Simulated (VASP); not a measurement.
**Y5N: single point with PBE**

Y5N:

```xyz
6
Lattice="6.1873 0.0000 0.0000 -3.0937 5.3584 0.0000 0.0000 0.0000 6.0314" Properties=species:S:1:pos:R:3 pbc="T T T"
Y     3.0937    1.7861    0.0000
Y     3.0937    0.0000    3.0157
Y     1.5468    2.6792    3.0157
Y    -1.5468    2.6792    3.0157
Y     0.0000    3.5723    0.0000
N     0.0000    0.0000    0.0000
```

The cell was generated, and may not be a known phase.

| Quantity | Value |
| --- | --- |
| Program | VASP 6.6.1 |
| Task | single point |
| Functional | PBE |
| Potentials or basis | VASP PAW PBE potentials, release 64 (Y_sv, N) |
| Cutoff | 520 eV |
| k mesh | 6 × 6 × 6 |
| Occupations | gaussian, width 0.1 eV |
| Spin | no spin polarisation |

- Pressure: -0.1 GPa
- Band gap on the k mesh: zero (bands 30 and 31 overlap by 0.32 eV)

Levels at points of the mesh, in eV from the Fermi level:
```csv
k point,band 27,band 28,band 29,band 30,band 31,band 32,band 33,band 34
"(0.00, 0.00, 0.00)",-0.86,-0.77,-0.62,-0.62,-0.04,-0.04,0.08,0.08
"(0.50, 0.00, 0.00)",-0.36,-0.14,-0.11,-0.11,-0.04,0.19,0.45,0.47
"(0.00, 0.00, 0.50)",-1.50,-1.08,-1.08,0.17,0.28,0.28,0.52,0.86
"(0.50, 0.00, 0.50)",-0.88,-0.49,-0.19,-0.08,0.05,0.16,0.36,0.63
```

Run time: 3.3 min on 1 thread of Intel(R) Xeon(R) Platinum 8488C (Sapphire Rapids), with other jobs on the host, peak memory 0.42 GiB.
